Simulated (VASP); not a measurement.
# WC (P1) in VASP: notebook

Runs on WC. Level: r2SCAN. Tasks: single point.

All numbers are computed with VASP 6.6.1; they aren't measurements. Logs are shortened: lines on timing, memory, paths and dates and some standing lists are left out, and cuts for length are marked.

**1. The cell of the first run**

The typed cell holds 16 atoms: a = 5.991 Å, b = 5.189 Å, c = 5.845 Å, α = 90.00°, β = 90.00°, γ = 90.00°.

**2. Single point, r2SCAN**

File POSCAR:

```
WC
1.0
   -2.9956770000     -5.1886650000      0.0000000000
    4.4935150000     -2.5943320000      0.0000000000
    0.0000000000      0.0000000000      5.8447700000
W C
8 8
Direct
    0.7538875697      0.5014122915     -0.0068095066
    0.7603799604      0.4734718274      0.5146310291
    0.5227457368      0.0054917766      0.0101458227
    0.4709043147      0.0071830682      0.4748860947
    0.2313231517      0.4977549747     -0.0211471110
    0.2271175955      0.4883194909      0.4911570515
   -0.0105506517      0.0227202213      0.0145429161
    0.0045969337     -0.0083073210      0.5122870532
    0.4820022352      0.6392596909      0.2337132171
    0.4706358139      0.6641510896      0.7307900910
    0.2755042432      0.1241170275      0.2175106976
    0.2353789851      0.1310153436      0.7602865468
   -0.0149608645      0.6445693588      0.2426956065
    0.0019440315      0.6989903651      0.7447683998
    0.7470169006      0.1512449269      0.2663748958
    0.7419699140      0.1903637144      0.7552221901
```

File INCAR.step1:

```
PREC = Accurate
ENCUT = 520
ISMEAR = -1
SIGMA = 0.24
LREAL = Auto
LASPH = T
NELM = 80
NBANDS = 86
GGA = PE
ALGO = Normal
EDIFF = 1E-4
LWAVE = T
LCHARG = F
```

File INCAR.step2:

```
PREC = Accurate
ENCUT = 520
EDIFF = 1E-6
ISMEAR = -1
SIGMA = 0.24
LREAL = Auto
LASPH = T
NELM = 80
ALGO = Normal
ISIF = 2
LWAVE = F
LCHARG = T
METAGGA = R2SCAN
LMIXTAU = T
LELF = T
LVHAR = T
NBANDS = 86
ISTART = 1
```

File KPOINTS:

```
regular mesh
0
Gamma
  2 2 2
```

Potentials or basis: VASP PAW PBE potentials, release 64 (W_sv, C).

Started as:

```
$ cat potpaw_PBE.64/W_sv/POTCAR potpaw_PBE.64/C/POTCAR > POTCAR
$ cp INCAR.step1 INCAR
$ mpirun -np 1 vasp_std > vasp.out
$ cp INCAR.step2 INCAR
$ mpirun -np 1 vasp_std > vasp.out
```

OUTCAR:

```text
PREC = Accurate
   ENCUT = 520
   EDIFF = 1E-6
   ISMEAR = -1
   LREAL = Auto
   LASPH = T
   NELM = 80
   ISIF = 2
   METAGGA = R2SCAN
   ISTART = 1

 ion  position               nearest neighbor table
   1  0.754  0.501  0.993-  16 2.13  13 2.14   9 2.27  14 2.32  15 2.42  10 2.44   2 2.80   7 2.86
                             5 2.86   3 2.92   3 2.96   2 3.05   7 3.05   5 3.13
   2  0.760  0.473  0.515-  16 2.04  15 2.22  13 2.26  14 2.30  10 2.36   9 2.49   6 2.80   1 2.80
                             8 2.90   4 2.99   1 3.05   8 3.06   6 3.20   4 3.28
   3  0.523  0.005  0.010-  11 2.01  15 2.15  16 2.21   9 2.32  12 2.35  10 2.43   4 2.73   7 2.80
                             1 2.92   1 2.96   5 3.10   4 3.14   5 3.17   7 3.20
   4  0.471  0.007  0.475-  11 2.00  15 2.19  12 2.28  10 2.32   9 2.37  16 2.50   3 2.73   8 2.80
                             6 2.89   2 2.99   6 3.06   3 3.14   8 3.21   2 3.28
   5  0.231  0.498  0.979-  14 2.20  10 2.21   9 2.24  13 2.27  12 2.29  11 2.40   6 2.85   1 2.86
                             7 2.87   6 2.99   7 3.09   3 3.10   1 3.13   3 3.17
   6  0.227  0.488  0.491-  13 2.21  10 2.22   9 2.28  14 2.28  12 2.43  11 2.49   2 2.80   5 2.85
                             4 2.89   8 2.90   8 2.94   5 2.99   4 3.06   2 3.20
   7  0.989  0.023  0.015-  11 2.15  12 2.17  15 2.17  16 2.29  14 2.31  13 2.37   3 2.80   1 2.86
                             5 2.87   8 2.92   8 2.94   1 3.05   5 3.09   3 3.20
   8  0.005  0.992  0.512-  14 2.04  12 2.13  15 2.27  16 2.36  13 2.40  11 2.46   4 2.80   2 2.90
                             6 2.90   7 2.92   6 2.94   7 2.94   2 3.06   4 3.21
   9  0.482  0.639  0.234-   5 2.24   1 2.27   6 2.28   3 2.32   4 2.37   2 2.49
  10  0.471  0.664  0.731-   5 2.21   6 2.22   4 2.32   2 2.36   3 2.43   1 2.44
  11  0.276  0.124  0.218-   4 2.00   3 2.01   7 2.15   5 2.40   8 2.46   6 2.49
  12  0.235  0.131  0.760-   8 2.13   7 2.17   4 2.28   5 2.29   3 2.35   6 2.43
  13  0.985  0.645  0.243-   1 2.14   6 2.21   2 2.26   5 2.27   7 2.37   8 2.40
  14  0.002  0.699  0.745-   8 2.04   5 2.20   6 2.28   2 2.30   7 2.31   1 2.32
  15  0.747  0.151  0.266-   3 2.15   7 2.17   4 2.19   2 2.22   8 2.27   1 2.42
  16  0.742  0.190  0.755-   2 2.04   1 2.13   3 2.21   7 2.29   8 2.36   4 2.50

  LATTYP: Found a simple orthorhombic cell.
 ALAT       =     5.1886641423
 B/A-ratio  =     1.1264498606
 C/A-ratio  =     1.1547007163

  Lattice vectors:

 A1 = (   4.4935150000,  -2.5943320000,   0.0000000000)
 A2 = (   0.0000000000,   0.0000000000,   5.8447700000)
 A3 = (  -2.9956770000,  -5.1886650000,   0.0000000000)

Analysis of symmetry for initial positions (statically):
=====================================================================
 Subroutine PRICEL returns:
 Original cell was already a primitive cell.

 Routine SETGRP: Setting up the symmetry group for a
 simple orthorhombic supercell.

[... 141 lines left out ...]
   NUPDOWN=      -1.0000    fix difference up-down
   EMIN   =  10.00;   EMAX   =-10.00  energy-range for DOS
   EFERMI =   0.00;   METHOD = LEGACY
   ISMEAR =    -1;   SIGMA  =   0.24  broadening in eV -4-tet -1-fermi 0-gaus
   EFERMI_NEDOS =   21; number of points for ismear=-14 and -15
   IALGO  =     38    algorithm
   IMIX   =      4    mixing-type and parameters
     AMIX     =   0.40;   BMIX     =  1.00
     AMIX_MAG =   1.60;   BMIX_MAG =  1.00
  volume/ion in A,a.u.               =      11.36        76.63
  Fermi-wavevector in a.u.,A,eV,Ry     =   1.515001  2.862937 31.228485  2.295229
  Thomas-Fermi vector in A             =   2.624584
   LORBIT       =      0    0 simple, 1 ext, 2 COOP (PROOUT), +10 PAW based schemes
   METAGGA = R2SCAN    functional components
   LHFCALC =     F    Hartree Fock is set to
   AEXX    =    0.0000 exact exchange contribution
   IVDW    =     0    specifies the selected vdW correction
   LEPSILON=     F    determine dielectric tensor
   LRPA    =     F    only Hartree local field effects (RPA)
 non-spin polarized calculation
  energy-cutoff  :      520.00
  volume of cell :      181.70
 maximum number of plane-waves:      4928
 NGX is ok and might be reduce to    48
   NGX = 23   NGY = 19   NGZ = 21

 number of electron     144.0000002 magnetization

 Free energy of the ion-electron system (eV)
  ---------------------------------------------------
  ext. energy  EPLUGINS =         0.00000000
  ---------------------------------------------------
  free energy    TOTEN  =      -487.34332608 eV

  energy without entropy =     -486.55322471  energy(sigma->0) =     -486.94827539

 E-fermi :  10.1380     XC(G=0): -14.3630

 val. band max:       10.1279919780   @ k =   0.0000   0.0000   0.0000
 cond. band min:      10.1794079749   @ k =   0.5000   0.0000   0.5000
 fundamental gap:      0.0514159969
 Fermi energy:        10.1379881732

 k-point     1 :       0.0000    0.0000    0.0000
  band No.  band energies     occupation
      1     -66.3459      2.00000
      2     -66.2975      2.00000
      3     -66.2852      2.00000
      4     -66.2577      2.00000
      5     -66.2552      2.00000
      6     -66.2433      2.00000
[... 685 lines left out ...]
     83      13.4056      0.00000
     84      13.5439      0.00000
 [bands above 84 left out]

------------------------ aborting loop because EDIFF is reached ----------------------------------------

  FORCE on cell =-STRESS in cart. coord.  units (eV):
  Direction    XX          YY          ZZ          XY          YZ          ZX
  --------------------------------------------------------------------------------------
  -------------------------------------------------------------------------------------
  Total      -17.7710920    -17.6015681    -23.3605678      0.7979508     -0.1925121     -1.9084097
  in kB     -156.7027857   -155.2079494   -205.9899325      7.0362085     -1.6975425    -16.8280667
  external PRESSURE =    -172.6335559 kB  Pullay stress =       0.0000000 kB

 VOLUME and BASIS-vectors are now :
 -----------------------------------------------------------------------------
  energy-cutoff  :      520.00
  volume of cell :      181.70
      direct lattice vectors                 reciprocal lattice vectors
    -2.995677000 -5.188665000  0.000000000    -0.083453585 -0.144545854  0.000000000
     4.493515000 -2.594332000  0.000000000     0.166907202 -0.096363914  0.000000000
     0.000000000  0.000000000  5.844770000     0.000000000  0.000000000  0.171093131

 POSITION                                       TOTAL-FORCE (eV/Angst)
 -----------------------------------------------------------------------------------
     -0.00530     -5.21250      5.80497         1.721414      1.153611      1.390337
     -0.15030     -5.17370      3.00790         3.934803      0.886231     -2.638226
     -1.54130     -2.72660      0.05930        -0.658022      3.087238     -3.755622
     -1.37840     -2.46200      2.77560        -3.633944     -1.187052      4.401660
      1.54370     -2.49160      5.72117        -0.977076     -1.555182      1.536695
      1.51390     -2.44530      2.87070        -0.376303     -2.412655      0.079345
[... 8 lines left out ...]
     -1.55820     -4.26840      1.55690         0.431611     -0.669222     -0.163076
     -1.36730     -4.34370      4.41410        -1.882433      0.710371      0.200216
 -----------------------------------------------------------------------------------
    total drift:                                0.006878     -0.000482     -0.005830

  FREE ENERGIE OF THE ION-ELECTRON SYSTEM (eV)
  ---------------------------------------------------
  free  energy   TOTEN  =      -487.3433260801 eV

  energy  without entropy=     -486.5532247074  energy(sigma->0) =     -486.94827539
```

OSZICAR.step1:

```text
N       E                     dE             d eps       ncg     rms          rms(c)
DAV:   1     0.188788806597E+04    0.18879E+04   -0.78316E+04  1384   0.189E+03
DAV:   2    -0.819049857709E+01   -0.18961E+04   -0.18390E+04  1376   0.602E+02
DAV:   3    -0.189989621050E+03   -0.18180E+03   -0.17313E+03  1648   0.163E+02
DAV:   4    -0.198692317597E+03   -0.87027E+01   -0.84588E+01  1632   0.315E+01
DAV:   5    -0.198982470629E+03   -0.29015E+00   -0.28857E+00  1712   0.546E+00    0.794E+01
DAV:   6    -0.175687483177E+03    0.23295E+02   -0.16715E+02  1722   0.391E+01    0.226E+01
DAV:   7    -0.174674967780E+03    0.10125E+01   -0.12174E+01  1672   0.118E+01    0.134E+01
DAV:   8    -0.174519854433E+03    0.15511E+00   -0.15379E+00  1704   0.697E+00    0.264E+00
DAV:   9    -0.174457535836E+03    0.62319E-01   -0.36379E-01  1720   0.374E+00    0.671E-01
DAV:  10    -0.174454821969E+03    0.27139E-02   -0.47247E-02  1696   0.111E+00    0.385E-01
DAV:  11    -0.174454809235E+03    0.12734E-04   -0.78762E-03  1792   0.432E-01    0.188E-01
DAV:  12    -0.174454767221E+03    0.42014E-04   -0.16061E-03  1784   0.264E-01    0.747E-02
DAV:  13    -0.174454777056E+03   -0.98351E-05   -0.51476E-04  1328   0.151E-01
   1 F= -.17445478E+03 E0= -.17401504E+03  d E =-.879476E+00
```

Wall time 17 min (1 thread of Intel Xeon 8259CL, shared host); peak memory 0.34 GiB.

Results:

- Free energy: -487.3433 eV
- Pressure: -17.3 GPa
- Largest force: 5.830 eV/Å
- Band gap on the k mesh: zero (bands 72 and 73 overlap by 0.08 eV)

Forces on the atoms (eV/Å):
```
W    1.721  1.154  1.390
W    3.935  0.886 -2.638
W   -0.658  3.087 -3.756
W   -3.634 -1.187  4.402
W   -0.977 -1.555  1.537
W   -0.376 -2.413  0.079
W   -3.439  0.711 -1.455
W    0.898  1.114 -2.082
C    0.238 -0.911  0.188
C   -0.476 -1.381  0.405
C    4.182  1.927  1.379
C    1.854 -2.351 -0.831
C   -0.031 -1.208  0.389
C   -1.787  2.086  0.954
C    0.432 -0.669 -0.163
C   -1.882  0.710  0.200
```

Levels at points of the mesh, in eV from the Fermi level:
| k point | band 68 | band 69 | band 70 | band 71 | band 72 | band 73 | band 74 | band 75 | band 76 | band 77 |
| --- | --- | --- | --- | --- | --- | --- | --- | --- | --- | --- |
| (0.00, 0.00, 0.00) | -1.05 | -0.87 | -0.76 | -0.59 | -0.17 | -0.01 | 0.79 | 1.14 | 1.62 | 1.81 |
| (0.50, 0.00, 0.00) | -1.67 | -1.09 | -0.97 | -0.46 | 0.04 | 0.27 | 0.44 | 0.82 | 0.97 | 1.57 |
| (0.00, 0.50, 0.00) | -1.54 | -1.06 | -0.77 | -0.42 | -0.20 | 0.89 | 1.28 | 1.57 | 1.82 | 1.88 |
| (0.50, 0.50, 0.00) | -1.95 | -1.88 | -1.48 | -1.01 | -0.92 | 0.92 | 1.27 | 1.31 | 1.67 | 1.75 |
| (0.00, 0.00, 0.50) | -1.39 | -1.19 | -0.96 | -0.28 | 0.07 | 0.36 | 0.40 | 0.76 | 0.94 | 1.65 |
| (0.50, 0.00, 0.50) | -1.49 | -1.25 | -1.02 | -0.80 | -0.70 | 0.04 | 0.17 | 0.47 | 0.60 | 1.84 |
| (0.00, 0.50, 0.50) | -1.54 | -1.47 | -1.36 | -1.08 | -1.01 | 0.45 | 0.63 | 1.10 | 1.29 | 1.97 |
| (0.50, 0.50, 0.50) | -1.92 | -1.64 | -1.19 | -1.07 | -1.03 | 0.58 | 0.89 | 1.12 | 1.59 | 1.73 |

Caveat: the k points lie up to 0.61 Å⁻¹ apart; the PAW data sets were made with another functional, which shifts forces and pressure a little; spin-orbit coupling is left out, which moves the levels of the heavy elements.

**3. Single point, r2SCAN**

File POSCAR:

```
WC
1.0
   -2.9956770000     -5.1886650000      0.0000000000
    4.4935150000     -2.5943320000      0.0000000000
    0.0000000000      0.0000000000      5.8447700000
W C
8 8
Direct
    0.7378848444      0.5061660319      0.0018135872
    0.7570403432      0.4493916999      0.5033388825
    0.5334660020     -0.0112847443      0.0139440902
    0.4559572672      0.0028487049      0.4856649620
    0.2235325144      0.5031987680     -0.0466228782
    0.2185404189      0.4947967251      0.5147850129
   -0.0047682614      0.0285780350      0.0218657022
    0.0018900759     -0.0262907641      0.5138611100
    0.4511097990      0.6414531273      0.2739714309
    0.5512147836      0.6569826626      0.7483613555
    0.2215492671      0.2020000031      0.2612078833
    0.2332067697      0.1821540945      0.7447512905
   -0.0340785701      0.6593305266      0.2429180276
   -0.0213263088      0.6658959116      0.7987311733
    0.7168949894      0.1259561459      0.2890447357
    0.7664889326      0.1160012298      0.7732725154
```

File INCAR.step1:

```
SYSTEM = WC
PREC = Accurate
ENCUT = 520
ISMEAR = -1
SIGMA = 0.24
LREAL = Auto
LASPH = .True.
NELM = 80
NBANDS = 86
GGA = PE
ALGO = Normal
EDIFF = 1E-4
LWAVE = .True.
LCHARG = .False.
```

File INCAR.step2:

```
SYSTEM = WC
PREC = Accurate
ENCUT = 520
EDIFF = 1E-6
ISMEAR = -1
SIGMA = 0.24
LREAL = Auto
LASPH = .True.
NELM = 80
ALGO = Normal
ISIF = 2
LWAVE = .False.
LCHARG = .False.
METAGGA = R2SCAN
LMIXTAU = .True.
NBANDS = 86
ISTART = 1
```

File KPOINTS:

```
regular mesh
0
Gamma
  2 2 2
  0 0 0
```

Potentials or basis: VASP PAW PBE potentials, release 64 (W_sv, C).

Started as:

```
$ cat potpaw_PBE.64/W_sv/POTCAR potpaw_PBE.64/C/POTCAR > POTCAR
$ cp INCAR.step1 INCAR
$ mpirun -np 1 vasp_std > vasp.out
$ cp INCAR.step2 INCAR
$ mpirun -np 1 vasp_std > vasp.out
```

It took 16 min on 1 thread of Intel Xeon 8259CL, shared host; peak memory 0.34 GiB.

The run converged. Its results:

| Property | Result |
| --- | --- |
| Free energy | -484.2367 eV |
| Pressure | -9.8 GPa |
| Largest force | 9.213 eV/Å |
| Band gap on the k mesh | zero (bands 72 and 73 overlap by 0.22 eV) |

Forces in eV/Å, atoms in the order of the input:
```
W   -1.769  1.385  2.116
W    3.798  0.039  0.293
W    1.611  3.649 -1.661
W   -3.251 -1.256  2.915
W   -2.270 -3.083  8.379
W   -0.255 -0.832 -3.849
W   -3.390  1.090 -0.459
W    2.408  1.598 -0.732
C    0.129 -2.273 -1.401
C    2.501  2.724 -0.848
C   -1.807  0.818 -0.134
C   -2.096  0.419  0.638
C   -0.228 -0.790  1.554
C    1.234 -0.844 -4.261
C    0.095 -2.514 -1.155
C    3.290 -0.129 -1.393
```

Stress tensor (GPa, compression positive):
```
 -9.24   3.48  -3.72
  3.48  -8.24  -3.13
 -3.72  -3.13 -11.93
```

Levels at points of the mesh, in eV from the Fermi level:
| k point | band 68 | band 69 | band 70 | band 71 | band 72 | band 73 | band 74 | band 75 | band 76 | band 77 |
| --- | --- | --- | --- | --- | --- | --- | --- | --- | --- | --- |
| (0.00, 0.00, 0.00) | -1.27 | -1.12 | -0.62 | -0.32 | -0.14 | 0.30 | 0.76 | 0.90 | 1.36 | 1.81 |
| (0.50, 0.00, 0.00) | -1.37 | -1.09 | -0.83 | -0.34 | 0.09 | 0.31 | 0.44 | 0.85 | 1.00 | 1.25 |
| (0.00, 0.50, 0.00) | -1.66 | -1.13 | -0.70 | -0.47 | -0.14 | 0.99 | 1.05 | 1.45 | 1.74 | 1.85 |
| (0.50, 0.50, 0.00) | -1.83 | -1.35 | -1.20 | -1.16 | -0.83 | 0.91 | 1.03 | 1.25 | 1.49 | 1.73 |
| (0.00, 0.00, 0.50) | -1.44 | -1.39 | -1.06 | -0.33 | -0.07 | 0.25 | 0.37 | 0.62 | 1.17 | 1.78 |
| (0.50, 0.00, 0.50) | -1.56 | -1.18 | -0.96 | -0.66 | -0.31 | -0.12 | 0.13 | 0.35 | 0.67 | 1.32 |
| (0.00, 0.50, 0.50) | -1.60 | -1.28 | -0.99 | -0.95 | -0.79 | 0.23 | 0.53 | 0.86 | 1.29 | 1.68 |
| (0.50, 0.50, 0.50) | -1.84 | -1.51 | -1.08 | -0.82 | -0.65 | 0.31 | 0.77 | 1.12 | 1.38 | 1.56 |

Caveat: the k points lie up to 0.61 Å⁻¹ apart; the PAW data sets were made with another functional, which shifts forces and pressure a little; spin-orbit coupling is left out, which moves the levels of the heavy elements.

(Continued in part 2 of 2.)
